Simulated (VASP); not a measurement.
# Si (a cell with a defect) in VASP: single point with PBE+D3(BJ)

Aim: the single point of Si (a cell with a defect) with PBE+D3(BJ).

Everything below comes from runs of VASP 6.6.1. Logs are shortened: lines on timing, memory, paths and dates and some standing lists are left out, and cuts for length are marked.

**1. The cell of the first run**

The cell holds a defect, 63 atoms: a = 10.860 Å, b = 10.860 Å, c = 10.860 Å, α = 90.00°, β = 90.00°, γ = 90.00°.

**2. Single point, PBE+D3(BJ), collinear spin**

Contents of INCAR:

```
SYSTEM = Si
PREC = Accurate ; ENCUT = 400
EDIFF = 1E-6 ; ISMEAR = 0
SIGMA = 0.05 ; LREAL = Auto
LASPH = .True. ; NELM = 200
ALGO = Normal ; ISIF = 2
LWAVE = .False. ; LCHARG = .True.
ISPIN = 2 ; MAGMOM = 0 0 0 0 0.16 0 0.16 0 0 0 0 0 0.16 0 0 0 0 0 0 0 0 0 0 0 0 0 0 0 0 0 0 0 0 0 0 0 0 0 0 0 0 0 0 0 0 0 0 0 0 0.16 0 0 0 0 0 0 0 0 0 0 0 0 0
LORBIT = 11 ; GGA = PE
IVDW = 12 ; LELF = .True.
LVHAR = .True. ; NBANDS = 167
NELECT = 253.0 ; GGA_COMPAT = .False.
```

Contents of KPOINTS:

```
regular mesh
0
Gamma
  1 1 1
  0 0 0
```

Contents of POSCAR:

```
Si
1.0
   10.8600000000      0.0000000000      0.0000000000
    0.0000000000     10.8600000000      0.0000000000
    0.0000000000      0.0000000000     10.8600000000
Si
63
Direct
    0.4989562615      0.0000019337     -0.0014298343
    0.6386519337      0.1113292818      0.1212465930
    0.7499927256      0.2510603131     -0.0013275322
    0.8749317680      0.3750518416      0.1248219153
    0.8117316759     -0.0626353591      0.1867133517
    0.8783096685      0.1119264273      0.3616561694
   -0.0133872928      0.0035437385      0.0131019337
    0.1259958564      0.1261968692      0.1248125230
    0.2504972376      0.2509821363     -0.0005333333
    0.3768397790      0.3732981584      0.1249123389
    0.4991825046      0.4995366483     -0.0006732044
    0.6238436464      0.6240793738      0.1248200737
    0.7464218232      0.7639060773      0.0136252302
    0.2499530387      0.0000005525      0.2497463168
    0.3769093002      0.1238653775      0.3736027624
    0.5064624309      0.2435545120      0.2479225599
    0.6261814917      0.3730732965      0.3735860958
    0.7499847145      0.5000707182      0.2497417127
    0.8748764273      0.6240502762      0.3759699816
    0.5063406998     -0.0017833333      0.4934444751
    0.6261984346      0.1238353591      0.6228596685
    0.7518125230      0.2439651934      0.4937300184
    0.8749210866      0.3735085635      0.6232337017
    0.7499872928     -0.0000205341      0.7498363720
    0.8748909761      0.1262767956      0.8737382136
   -0.0012155617      0.5020188766      0.0009901473
    0.1188404236      0.6312105893      0.1266346225
    0.2480371087      0.7512821363      0.0010362799
    0.3750234807      0.8751045120      0.1248345304
    0.0011402394      0.2510686004      0.2497382136
    0.1258157459      0.3755779926      0.3751887661
    0.2483828729      0.5016568140      0.2497234807
    0.3743367403      0.6242597606      0.3753108656
    0.4989083794      0.7488104972      0.2497566298
    0.6384271639      0.8715394107      0.3612699816
    0.0011320442      0.0000103131      0.5007883057
    0.1258895028      0.1253818600      0.6253000921
    0.2513387661      0.2497798343      0.4995138122
    0.3751126151      0.3749300184      0.6246636280
    0.5002775322      0.4986609576      0.4994639963
    0.6246184162      0.6241409761      0.6253160221
    0.7499786372      0.7489348987      0.5008173112
    0.8749337937      0.8750982505      0.6247894107
    0.2483492634     -0.0000651013      0.7514976980
    0.3743612339      0.1255615101      0.8740224678
    0.5002720074      0.2497217311      0.7483990792
    0.6245468692      0.3755753223      0.8739589319
    0.7501166667      0.5018825046      0.7516866483
    0.8730828729      0.6316360958      0.8813939227
   -0.0132856354      0.7632421731      0.2531481584
    0.1259527624      0.8750558011      0.3759019337
    0.0003840700      0.4995368324      0.5006054328
    0.1246539595      0.6253441989      0.6261707182
    0.2504494475      0.7497201657      0.5007197974
    0.3767544199      0.8751491713      0.6230824125
    0.0004332413      0.2508307551      0.7491784530
    0.1246369245      0.3763816759      0.8750829650
    0.2498201657      0.5001540516      0.7499266114
    0.3735480663      0.6253699816      0.8751112339
    0.4991740331      0.7495111418      0.7492008287
    0.6237906998      0.8750357274      0.8737738490
   -0.0012331492      0.7512513812      0.7517782689
    0.1187358195      0.8768976059      0.8810726519
```

Potentials or basis: VASP PAW PBE potentials, release 64 (Si).

Started as:

```
$ cat potpaw_PBE.64/Si/POTCAR > POTCAR
$ mpirun -np 1 vasp_gam > vasp.out
```

OUTCAR:

```text
SYSTEM = Si
   PREC = Accurate
   ENCUT = 400
   EDIFF = 1E-6
   ISMEAR = 0
   LREAL = Auto
   LASPH = .True.
   NELM = 200
   ISIF = 2
   ISPIN = 2
   LORBIT = 11
   GGA = PE
   IVDW = 12
   NELECT = 253.0
 IVDW          = 12

 ion  position               nearest neighbor table
   1  0.499  0.000  0.999-  61 2.35  45 2.35  29 2.35   2 2.35
   2  0.639  0.111  0.121-   3 2.35   1 2.35  16 2.45   5 2.76
   3  0.750  0.251  0.999-  25 2.35  47 2.35   4 2.35   2 2.35
   4  0.875  0.375  0.125-  26 2.35  18 2.35   3 2.35  30 2.35
   5  0.812  0.937  0.187-  13 2.75   2 2.76  35 2.77   7 2.77  50 2.78   6 2.78
   6  0.878  0.112  0.362-  36 2.35  30 2.35  22 2.45   5 2.78
   7  0.987  0.004  0.013-   8 2.35  25 2.35  63 2.45   5 2.77
   8  0.126  0.126  0.125-   9 2.35  30 2.35  14 2.35   7 2.35
   9  0.250  0.251  0.999-  10 2.35   8 2.35  45 2.35  57 2.36
  10  0.377  0.373  0.125-   9 2.35  11 2.35  32 2.39  16 2.40
  11  0.499  0.500  0.999-  10 2.35  47 2.35  12 2.35  59 2.36
[... 50 lines left out ...]
  62  0.999  0.751  0.752-  43 2.35  63 2.35  49 2.35  53 2.37
  63  0.119  0.877  0.881-  28 2.35  62 2.35  44 2.40   7 2.45

  LATTYP: Found a simple cubic cell.
 ALAT       =    10.8600000000

  Lattice vectors:

 A1 = (  10.8600000000,   0.0000000000,   0.0000000000)
 A2 = (   0.0000000000,  10.8600000000,   0.0000000000)
 A3 = (   0.0000000000,   0.0000000000,  10.8600000000)

Analysis of symmetry for initial positions (statically):
=====================================================================
 Subroutine PRICEL returns:
 Original cell was already a primitive cell.

 Routine SETGRP: Setting up the symmetry group for a
 simple cubic supercell.

 Subroutine GETGRP returns: Found  1 space group operations
 (whereof  1 operations were pure point group operations)
 out of a pool of 48 trial point group operations.

The static configuration has the point symmetry C_1 .

Analysis of symmetry for dynamics (positions and initial velocities):
=====================================================================
 Subroutine PRICEL returns:
 Original cell was already a primitive cell.

 Routine SETGRP: Setting up the symmetry group for a
 simple cubic supercell.

 Subroutine GETGRP returns: Found  1 space group operations
 (whereof  1 operations were pure point group operations)
 out of a pool of 48 trial point group operations.

The dynamic configuration has the point symmetry C_1 .

Analysis of structural, dynamic, and magnetic symmetry:
=====================================================================
 Subroutine PRICEL returns:
 Original cell was already a primitive cell.

 Routine SETGRP: Setting up the symmetry group for a
 simple cubic supercell.

 Subroutine GETGRP returns: Found  1 space group operations
 (whereof  1 operations were pure point group operations)
 out of a pool of 48 trial point group operations.

The overall configuration has the point symmetry C_1 .

 Subroutine INISYM returns: Found  1 space group operations
 (whereof  1 operations are pure point group operations),
 and found     1 'primitive' translations

----------------------------------------------------------------------------------------

                                     Primitive cell

  volume of cell :    1280.8241

  direct lattice vectors                    reciprocal lattice vectors
    10.860000000  0.000000000  0.000000000     0.092081031  0.000000000  0.000000000
     0.000000000 10.860000000  0.000000000     0.000000000  0.092081031  0.000000000
     0.000000000  0.000000000 10.860000000     0.000000000  0.000000000  0.092081031

  length of vectors
    10.860000000 10.860000000 10.860000000     0.092081031  0.092081031  0.092081031

  position of ions in fractional coordinates (direct lattice)
     0.498956261  0.000001934  0.998570166
     0.638651934  0.111329282  0.121246593
     0.749992726  0.251060313  0.998672468
     0.874931768  0.375051842  0.124821915
     0.811731676  0.937364641  0.186713352
     0.878309669  0.111926427  0.361656169
[... 172 lines left out ...]
   LREAL  =      T    real-space projection
   EDIFFG = 0.1E-04   stopping-criterion for IOM
   NSW    =      0    number of steps for IOM
   IBRION =     -1    ionic relax: 0-MD 1-quasi-New 2-CG
   NFREE  =      0    steps in history (QN), initial steepest desc. (CG)
   ISIF   =      2    stress and relaxation
   ISYM   =      2    0-nonsym 1-usesym 2-fastsym
   POTIM  = 0.5000    time-step for ionic-motion
   TEBEG  =    0.0;   TEEND  =   0.0 temperature during run
   PSTRESS=    0.0 pullay stress
   NELECT =     253.0000    total number of electrons
   NUPDOWN=      -1.0000    fix difference up-down
   EMIN   =  10.00;   EMAX   =-10.00  energy-range for DOS
   EFERMI =   0.00;   METHOD = LEGACY
   ISMEAR =     0;   SIGMA  =   0.05  broadening in eV -4-tet -1-fermi 0-gaus
   EFERMI_NEDOS =   21; number of points for ismear=-14 and -15
   IALGO  =     38    algorithm
   IMIX   =      4    mixing-type and parameters
     AMIX     =   0.40;   BMIX     =  1.00
     AMIX_MAG =   1.60;   BMIX_MAG =  1.00
  volume/ion in A,a.u.               =      20.33       137.20
  Fermi-wavevector in a.u.,A,eV,Ry     =   0.953422  1.801706 12.367880  0.909014
  Thomas-Fermi vector in A             =   2.082076
   LORBIT       =     11    0 simple, 1 ext, 2 COOP (PROOUT), +10 PAW based schemes
   GGA     = PE    functional components
   LHFCALC =     F    Hartree Fock is set to
   AEXX    =    0.0000 exact exchange contribution
   IVDW    =    12    specifies the selected vdW correction
   LEPSILON=     F    determine dielectric tensor
   LRPA    =     F    only Hartree local field effects (RPA)
 spin polarized calculation
 Gauss-broadening in eV      SIGMA  =   0.05
  energy-cutoff  :      400.00
  volume of cell :     1280.82
 maximum number of plane-waves:     11564
 NGX is ok and might be reduce to    70
   NGX = 35   NGY = 35   NGZ = 35

 number of electron     252.9999965 magnetization       0.9513890

 Free energy of the ion-electron system (eV)
  ---------------------------------------------------
  ext. energy  EPLUGINS =         0.00000000
  ---------------------------------------------------
  free energy    TOTEN  =      -325.49531150 eV

  energy without entropy =     -325.46485181  energy(sigma->0) =     -325.48008165

 E-fermi :   6.2399     XC(G=0):  -9.3614

 val. band max:        6.2389254346   @ k =   0.0000   0.0000   0.0000
 cond. band min:       6.3741378567   @ k =   0.0000   0.0000   0.0000
 fundamental gap:      0.1352124221
 Fermi energy:         6.2398688313

 spin component 1

 k-point     1 :       0.0000    0.0000    0.0000
  band No.  band energies     occupation
      1      -6.1955      1.00000
      2      -5.1441      1.00000
      3      -5.1440      1.00000
      4      -5.1433      1.00000
      5      -5.1433      1.00000
      6      -5.0733      1.00000
[... 130 lines left out ...]
    137       6.8840      0.00000
    138       6.9081      0.00000
 Fermi energy:         6.2398688313

 spin component 2

 k-point     1 :       0.0000    0.0000    0.0000
  band No.  band energies     occupation
      1      -6.1838      1.00000
      2      -5.1321      1.00000
      3      -5.1321      1.00000
      4      -5.1304      1.00000
      5      -5.1304      1.00000
      6      -5.0668      1.00000
[... 130 lines left out ...]
    137       6.8949      0.00000
    138       6.9180      0.00000
 [bands above 138 left out]

------------------------ aborting loop because EDIFF is reached ----------------------------------------

 Edisp (eV)  -19.87935

 E6    (eV) :   -11.6403

 E8    (eV) :    -8.2391

  FORCE on cell =-STRESS in cart. coord.  units (eV):
  Direction    XX          YY          ZZ          XY          YZ          ZX
  --------------------------------------------------------------------------------------
  -------------------------------------------------------------------------------------
  Total       4.35904     4.33940     4.34410     7.54468    -7.54364     7.52911
  in kB       5.45270     5.42813     5.43401     9.43760    -9.43631     9.41813
  external pressure =        5.44 kB  Pullay stress =        0.00 kB

 VOLUME and BASIS-vectors are now :
 -----------------------------------------------------------------------------
  energy-cutoff  :      400.00
  volume of cell :     1280.82
      direct lattice vectors                 reciprocal lattice vectors
    10.860000000  0.000000000  0.000000000     0.092081031  0.000000000  0.000000000
     0.000000000 10.860000000  0.000000000     0.000000000  0.092081031  0.000000000
     0.000000000  0.000000000 10.860000000     0.000000000  0.000000000  0.092081031

 POSITION                                       TOTAL-FORCE (eV/Angst)
 -----------------------------------------------------------------------------------
      5.41866      0.00002     10.84447        -0.020399     -0.001953     -0.012199
      6.93576      1.20904      1.31674        -0.030641      0.030582     -0.036013
      8.14492      2.72652     10.84558         0.002504      0.019057     -0.011476
      9.50176      4.07306      1.35557         0.001463      0.005968     -0.001618
      8.81541     10.17978      2.02771        -0.018259     -0.005332     -0.015260
      9.53844      1.21552      3.92759         0.031348      0.037855      0.037008
[... 55 lines left out ...]
     10.84661      8.15859      8.16431        -0.024918      0.025809      0.024951
      1.28947      9.52311      9.56845        -0.005765      0.027858      0.006105
 -----------------------------------------------------------------------------------
    total drift:                                0.001597     -0.002823      0.000976

  FREE ENERGIE OF THE ION-ELECTRON SYSTEM (eV)
  ---------------------------------------------------
  free  energy   TOTEN  =      -345.3746633061 eV

  energy  without entropy=     -345.3442036161  energy(sigma->0) =     -345.35943346

 total charge

# of ion       s       p       d       tot
------------------------------------------
    1        0.742   0.961   0.000   1.703
    2        0.768   0.872   0.000   1.641
    3        0.742   0.961   0.000   1.703
    4        0.738   0.961   0.000   1.700
    5        0.767   0.684   0.000   1.451
    6        0.769   0.872   0.000   1.641
[... 55 lines left out ...]
   62        0.740   0.960   0.000   1.700
   63        0.743   0.926   0.000   1.670
--------------------------------------------------
tot         46.896  59.365   0.000 106.261

 magnetization (x)

# of ion       s       p       d       tot
------------------------------------------
    1        0.001   0.005   0.000   0.005
    2        0.007   0.025   0.000   0.032
    3        0.001   0.005   0.000   0.005
    4       -0.000  -0.000   0.000  -0.001
    5       -0.002  -0.009   0.000  -0.011
    6        0.007   0.026   0.000   0.033
[... 55 lines left out ...]
   62        0.000   0.002   0.000   0.002
   63       -0.000   0.001   0.000   0.001
--------------------------------------------------
tot          0.053   0.329   0.000   0.381
```

Run time: 5.3 min. Hardware: 1 thread of Intel Xeon Platinum 8488C (Sapphire Rapids), shared host; peak memory 1 GiB.

What came out:

```
Free energy                                           : -345.3747 eV
Largest force                                         : 0.062 eV/Å
Net moment                                            : 0.95 μB per cell
Site moments                                          : Si +0.01, +0.03, -0.00, -0.01, +0.00 (each value once) μB
Valence electrons inside the program's atomic spheres : Si 1.70, 1.64, 1.45, 1.68, 1.67 (each value once)
Dispersion energy per atom                            : -0.316 eV
```

Forces in eV/Å, atoms in the order of the input:
```
Si  -0.020 -0.002 -0.012
Si  -0.031  0.031 -0.036
Si   0.003  0.019 -0.011
Si   0.001  0.006 -0.002
Si  -0.018 -0.005 -0.015
Si   0.031  0.038  0.037
Si   0.033  0.033 -0.035
Si   0.019  0.012  0.003
Si   0.020  0.012 -0.008
Si  -0.007  0.007 -0.006
Si  -0.012 -0.021 -0.009
Si  -0.013 -0.020  0.003
Si  -0.035 -0.030 -0.030
Si   0.007  0.003  0.002
Si   0.026 -0.025 -0.025
Si   0.010 -0.009 -0.029
Si   0.027 -0.025 -0.025
Si  -0.002 -0.007  0.002
Si  -0.002 -0.021  0.014
Si   0.008 -0.028 -0.008
Si   0.026 -0.025 -0.025
Si   0.028 -0.004 -0.004
Si   0.006  0.010  0.011
Si  -0.002  0.003 -0.007
Si  -0.003  0.013 -0.021
Si  -0.025  0.026  0.026
Si  -0.004  0.005  0.028
Si  -0.025  0.025  0.026
Si  -0.007 -0.003 -0.002
Si   0.012  0.020 -0.002
Si   0.013  0.020  0.009
Si   0.010 -0.009  0.007
Si  -0.020 -0.012  0.010
Si  -0.021 -0.012 -0.002
Si  -0.033 -0.034  0.031
Si   0.012 -0.002  0.020
Si   0.013  0.009  0.019
Si   0.024 -0.014 -0.014
Si  -0.009  0.008  0.008
Si   0.014 -0.025 -0.013
Si  -0.009 -0.013  0.020
Si   0.003 -0.011  0.019
Si   0.002 -0.003  0.006
Si   0.009  0.007 -0.009
Si  -0.020  0.011 -0.012
Si   0.014 -0.014 -0.025
Si  -0.009  0.020 -0.013
Si  -0.006 -0.006 -0.006
Si  -0.029  0.010  0.010
Si   0.036 -0.037  0.032
Si   0.020  0.002  0.012
Si   0.011 -0.022  0.014
Si  -0.013  0.013  0.026
Si   0.020 -0.008  0.013
Si  -0.007 -0.005  0.008
Si   0.010  0.012 -0.021
Si  -0.013  0.028  0.013
Si   0.008 -0.007 -0.008
Si  -0.027  0.013  0.014
Si  -0.011 -0.010 -0.021
Si  -0.013  0.003 -0.020
Si  -0.025  0.026  0.025
Si  -0.006  0.028  0.006
```

Levels at points of the mesh, in eV from the Fermi level:
Spin up:
| k point | band 125 | band 126 | band 127 | band 128 | band 129 | band 130 |
| --- | --- | --- | --- | --- | --- | --- |
| (0.00, 0.00, 0.00) | -0.74 | -0.08 | -0.08 | 0.13 | 0.15 | 0.15 |
Spin down:
```
           k point  band 123  band 124  band 125  band 126  band 127  band 128  band 129  band 130  band 131  band 132
(0.00, 0.00, 0.00)     -0.96     -0.96     -0.72      0.00      0.00      0.16      0.16      0.16      0.24      0.29
```

Caveat: the k points lie up to 0.58 Å⁻¹ apart; the cell carries a net charge on a neutralising background, which shifts energy and pressure; the cell is charged against a uniform background, so pressure and absolute levels hang on convention.
